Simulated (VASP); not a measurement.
The system is TiNi.

```
Ti Ni
1.0
     2.98807    0.00000    0.00000
     0.00000    2.98807    0.00000
     0.00000    0.00000    2.98807
Ti Ni
1 1
Direct
  0.50000 0.50000 0.50000
  0.00000 0.00000 0.00000
```

Base run:

| Item | Value |
| --- | --- |
| Program | VASP 6.6.1 |
| Functional | r2SCAN |
| Potentials or basis | VASP PAW PBE potentials, release 64 (Ti_sv, Ni) |
| Cutoff | 520 eV |
| k mesh | 10 × 10 × 10 |
| Occupations | fermi-dirac, width 0.05 eV |
| Spin | collinear spin, ferromagnetic start |
| Starting moments | [0.56, 0.49] μB |
| Fixed moment | 1.1 μB |

Its results: pressure 1.9 GPa; site moments Ti +0.56; Ni +0.42 μB.

The run is repeated on the same cell with these changes: fixed moment from 1.1 μB to 0.7 μB; moments at the start from [0.56, 0.49] to [0.41, 0.25]. What comes out?

Pressure 1.2 GPa; site moments Ti +0.41; Ni +0.20 μB.

Caveats: the PAW data sets were made with another functional, which shifts forces and pressure a little; the total moment is fixed, so each spin has its own Fermi level.
